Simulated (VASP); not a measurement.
# VN2 (I4/mcm) in VASP: further runs, part 2 of 2

VASP 6.6.1. Earlier steps stand in the parts before.

### Step 3. Single point, PBE (strain -0.025 along x and y, +0.025 along z)

File INCAR:

```
ALGO = Normal
EDIFF = 1E-6
ENCUT = 520
GGA = PE
ISIF = 2
ISMEAR = 0
LASPH = T
LCHARG = F
LREAL = F
LWAVE = F
NBANDS = 32
NELM = 80
PREC = Accurate
SIGMA = 0.15
```

File KPOINTS:

```
k-points
0
Gamma
  16 16 16
```

File POSCAR:

```
VN2
1.0
   -2.0995152647      2.0995152647      2.5463471024
    2.0995152647     -2.0995152647      2.5463471024
    2.0995152647      2.0995152647     -2.5463471024
V N
2 4
Direct
    0.2500000000      0.2500000000      0.0000000000
    0.7500000000      0.7500000000      0.0000000000
    0.1135731475      0.6135731475      0.7271462950
    0.6135731475      0.8864268525      0.5000000000
    0.8864268525      0.3864268525      0.2728537050
    0.3864268525      0.1135731475      0.5000000000
```

Potentials or basis: VASP PAW PBE potentials, release 64 (V_sv, N).

Command:

```bash
$ cat potpaw_PBE.64/V_sv/POTCAR potpaw_PBE.64/N/POTCAR > POTCAR
$ mpirun -np 1 vasp_std > vasp.out
```

OUTCAR:

```text
EDIFF = 1E-6
   ENCUT = 520
   GGA = PE
   ISIF = 2
   ISMEAR = 0
   LASPH = T
   LREAL = F
   NELM = 80
   PREC = Accurate

 ion  position               nearest neighbor table
   1  0.250  0.250  0.000-   4 2.12   3 2.12   5 2.12   4 2.12   6 2.12   6 2.12   3 2.12   5 2.12
                             2 2.55   2 2.55
   2  0.750  0.750  0.000-   6 2.12   3 2.12   5 2.12   6 2.12   5 2.12   4 2.12   4 2.12   3 2.12
                             1 2.55   1 2.55
   3  0.114  0.614  0.727-   5 1.35   2 2.12   1 2.12   1 2.12   2 2.12
   4  0.614  0.886  0.500-   6 1.35   1 2.12   1 2.12   2 2.12   2 2.12
   5  0.886  0.386  0.273-   3 1.35   2 2.12   1 2.12   2 2.12   1 2.12
   6  0.386  0.114  0.500-   4 1.35   2 2.12   2 2.12   1 2.12   1 2.12

  LATTYP: Found a body centered tetragonal cell.
 ALAT       =     4.1990305294
 C/A-ratio  =     1.2128261915

  Lattice vectors:

 A1 = (  -2.0995152647,   2.0995152647,   2.5463471024)
 A2 = (   2.0995152647,  -2.0995152647,   2.5463471024)
 A3 = (   2.0995152647,   2.0995152647,  -2.5463471024)

Analysis of symmetry for initial positions (statically):
=====================================================================
[... 182 lines left out ...]

 E-fermi :  11.9707     XC(G=0): -13.8097

 val. band max:       11.9691023946   @ k =  -0.3125   0.4375   0.2500
 cond. band min:      11.9713901704   @ k =  -0.1875   0.2500   0.1875
 fundamental gap:      0.0022877758
 Fermi energy:        11.9707097054

 k-point     1 :       0.0000    0.0000    0.0000
  band No.  band energies     occupation
      1     -53.6425      2.00000
      2     -53.4969      2.00000
      3     -27.7123      2.00000
      4     -27.5231      2.00000
      5     -27.5231      2.00000
      6     -27.4584      2.00000
[... 829 lines left out ...]
     31      14.4460      0.00000
     32      16.4377      0.00000

 [... further k-points ...]
[... 5 lines left out ...]
  --------------------------------------------------------------------------------------
  -------------------------------------------------------------------------------------
  Total        5.6531506      5.6531506     -1.1611862      0.0000000      0.0000000      0.0000000
  in kB      201.7369578    201.7369578    -41.4378095      0.0000000      0.0000000      0.0000000
  external PRESSURE =     120.6787020 kB  Pullay stress =       0.0000000 kB

 VOLUME and BASIS-vectors are now :
 -----------------------------------------------------------------------------
  energy-cutoff  :      520.00
  volume of cell :       44.90
      direct lattice vectors                 reciprocal lattice vectors
    -2.099515265  2.099515265  2.546347102     0.000000000  0.238150209  0.196359718
     2.099515265 -2.099515265  2.546347102     0.238150209  0.000000000  0.196359718
     2.099515265  2.099515265 -2.546347102     0.238150209  0.238150209  0.000000000

 POSITION                                       TOTAL-FORCE (eV/Angst)
 -----------------------------------------------------------------------------------
      0.00000      0.00000      1.27317         0.000000      0.000000      0.000000
      0.00000      0.00000      3.81952         0.000000      0.000000      0.000000
      2.57641      0.47690      0.00000         0.358473      0.358473      0.000000
      1.62262      0.47690      2.54635        -0.358473      0.358473     -0.000000
     -0.47690      1.62262      2.54635        -0.358473     -0.358473      0.000000
      0.47690      1.62262      0.00000         0.358473     -0.358473     -0.000000
 -----------------------------------------------------------------------------------
    total drift:                                0.000000     -0.000000      0.000000

  FREE ENERGIE OF THE ION-ELECTRON SYSTEM (eV)
  ---------------------------------------------------
  free  energy   TOTEN  =       -53.1987825973 eV

  energy  without entropy=      -53.1700054263  energy(sigma->0) =      -53.18439401
```

Wall time 8.1 min (1 thread of AMD EPYC 7R13 (Zen 3), shared host); peak memory 0.44 GiB.

What came out:

* Free energy: -53.1988 eV
* Pressure: 12.1 GPa
* Largest force: 0.507 eV/Å
* Band gap on the k mesh: zero (bands 23 and 24 overlap by 0.42 eV)

Forces on the atoms (eV/Å):
```
V    0.000  0.000  0.000
V    0.000  0.000  0.000
N    0.358  0.358  0.000
N   -0.358  0.358  0.000
N   -0.358 -0.358  0.000
N    0.358 -0.358  0.000
```

Caveat: the cell differs from its parent crystal (strain -0.025 along x and y, +0.025 along z); the stress differs along the axes, from -4 to 20 GPa; the run has no spin polarisation, though such a crystal can be magnetic.

### Step 4. Single point, PBE (strain -0.025 along x and y, +0.050 along z)

File INCAR:

```
  ALGO = Normal
  EDIFF = 1E-7
  ENCUT = 520
  GGA = PE
  ISIF = 2
  ISMEAR = 0
  LASPH = T
  LCHARG = F
  LREAL = F
  LWAVE = F
  NBANDS = 32
  NELM = 60
  PREC = Accurate
  SIGMA = 0.15
```

KPOINTS is that of step 3.

Changes to POSCAR since step 3:

```diff
@@ -2,5 +2,5 @@
 1.0
-   -2.0995152647      2.0995152647      2.5463471024
-    2.0995152647     -2.0995152647      2.5463471024
-    2.0995152647      2.0995152647     -2.5463471024
+   -2.0995152647      2.0995152647      2.6084531293
+    2.0995152647     -2.0995152647      2.6084531293
+    2.0995152647      2.0995152647     -2.6084531293
 V N
```

Command:

```bash
$ cat potpaw_PBE.64/V_sv/POTCAR potpaw_PBE.64/N/POTCAR > POTCAR
$ mpirun -np 1 vasp_std > vasp.out
```

Run time: 9.8 min. Hardware: 1 thread of AMD EPYC 7R13 (Zen 3), shared host; peak memory 0.45 GiB.

It converged, with:

```
Free energy            : -53.1270 eV
Pressure               : 4.9 GPa
Largest force          : 0.412 eV/Å
Band gap on the k mesh : zero (bands 23 and 24 overlap by 0.49 eV)
```

Forces on the atoms (eV/Å):
```
V    0.000  0.000  0.000
V    0.000  0.000  0.000
N    0.291  0.291  0.000
N   -0.291  0.291  0.000
N   -0.291 -0.291  0.000
N    0.291 -0.291  0.000
```

Stress tensor (GPa, compression positive):
```
 15.91   0.00   0.00
  0.00  15.91   0.00
  0.00   0.00 -17.21
```

Levels at points of the mesh, in eV from the Fermi level:
| k point | band 21 | band 22 | band 23 | band 24 | band 25 | band 26 |
| --- | --- | --- | --- | --- | --- | --- |
| (0.00, 0.00, 0.00) | -2.52 | -2.52 | -2.06 | 0.75 | 0.75 | 0.93 |
| (0.50, 0.00, 0.00) | -3.17 | -3.17 | 0.24 | 0.24 | 0.77 | 0.77 |
| (0.50, 0.50, 0.00) | -2.69 | -2.42 | -1.01 | 0.31 | 0.58 | 1.25 |
| (0.50, 0.50, 0.50) | -2.55 | -0.76 | -0.32 | 0.15 | 0.20 | 0.55 |

Caveat: the cell differs from its parent crystal (strain -0.025 along x and y, +0.050 along z); the stress differs along the axes, from -17 to 16 GPa; the run has no spin polarisation, though such a crystal can be magnetic.

### Step 5. Single point, PBE (strain +0.050 along x and y, -0.050 along z)

File INCAR:

```
PREC     = Accurate       # precision mode
ENCUT    = 520            # plane-wave cutoff, eV
EDIFF    = 1E-7           # SCF threshold, eV
ISMEAR   = 0              # smearing method
SIGMA    = 0.15           # smearing width, eV
LREAL    = False          # projectors in reciprocal space
LASPH    = True           # aspherical terms in the spheres
NELM     = 60             # most SCF steps
ALGO     = Normal         # electronic algorithm
ISIF     = 2              # what is computed and relaxed
LWAVE    = False          # write WAVECAR
LCHARG   = False          # write CHGCAR
GGA      = PE             # functional
NBANDS   = 32             # bands
```

File KPOINTS:

```
Automatic mesh
0
Gamma
  16 16 16
```

Changes to POSCAR since step 4:

```diff
@@ -2,5 +2,5 @@
 1.0
-   -2.0995152647      2.0995152647      2.6084531293
-    2.0995152647     -2.0995152647      2.6084531293
-    2.0995152647      2.0995152647     -2.6084531293
+   -2.2610164389      2.2610164389      2.3600290217
+    2.2610164389     -2.2610164389      2.3600290217
+    2.2610164389      2.2610164389     -2.3600290217
 V N
```

Command:

```bash
$ cat potpaw_PBE.64/V_sv/POTCAR potpaw_PBE.64/N/POTCAR > POTCAR
$ mpirun -np 1 vasp_std > vasp.out
```

Wall time 6.2 min (1 thread of Intel Xeon Platinum 8488C (Sapphire Rapids), shared host); peak memory 0.5 GiB.

It converged, with:

```yaml
Free_energy: -52.6596 eV
Pressure: -14.7 GPa
Largest_force: 0.533 eV/Å
Band_gap_on_the_k_mesh: zero (bands 23 and 24 overlap by 0.34 eV)
```

Forces on the atoms (eV/Å):
```
V    0.000  0.000  0.000
V    0.000  0.000  0.000
N   -0.377 -0.377  0.000
N    0.377 -0.377  0.000
N    0.377  0.377  0.000
N   -0.377  0.377  0.000
```

Stress tensor (GPa, compression positive):
```
-35.65   0.00   0.00
  0.00 -35.65   0.00
  0.00   0.00  27.28
```

Levels at points of the mesh, in eV from the Fermi level:
```csv
k point,band 19,band 20,band 21,band 22,band 23,band 24,band 25,band 26,band 27,band 28
"(0.00, 0.00, 0.00)",-2.87,-2.51,-2.19,-2.19,-1.99,0.81,1.49,1.49,1.72,1.74
"(0.50, 0.00, 0.00)",-3.13,-3.13,-2.49,-2.49,0.19,0.19,0.78,0.78,1.40,1.40
"(0.50, 0.50, 0.00)",-4.33,-2.80,-2.65,-2.33,-1.45,-0.13,1.13,1.41,1.68,2.10
"(0.50, 0.50, 0.50)",-3.59,-1.07,-1.07,-1.03,-0.49,0.20,0.40,0.96,1.59,1.59
```

Caveat: the cell differs from its parent crystal (strain +0.050 along x and y, -0.050 along z); the stress differs along the axes, from -36 to 27 GPa; the run has no spin polarisation, though such a crystal can be magnetic.

### Step 6. The runs side by side

| cell | gap on the mesh (eV) | pressure (GPa) | largest force (eV/Å) |
| --- | --- | --- | --- |
| a = 3.891 Å, angles 112.8, 112.8, 103.0°, 6 atoms | none | 8.8 | 0.15 |
| a = 3.911 Å, angles 115.1, 115.1, 98.8°, 6 atoms | none | 12.1 | 0.51 |
| a = 3.952 Å, angles 115.8, 115.8, 97.4°, 6 atoms | none | 4.9 | 0.41 |
| a = 3.974 Å, angles 110.6, 110.6, 107.1°, 6 atoms | none | -14.7 | 0.53 |

Alike in all rows: task single point; level PBE; potentials or basis VASP PAW PBE potentials, release 64 (V_sv, N); no spin polarisation; k mesh 16 × 16 × 16; cutoff (eV) 520; smearing gaussian 0.15 eV.

Caveats: the run has no spin polarisation, though such a crystal can be magnetic; the stress differs along the axes, from 4 to 18 GPa (at least some runs); the stress differs along the axes, from -4 to 20 GPa (at least some runs); the stress differs along the axes, from -17 to 16 GPa (at least some runs); the stress differs along the axes, from -36 to 27 GPa (at least some runs).

Total energies depend on the potentials used, so only differences within one code and one set of settings carry meaning.
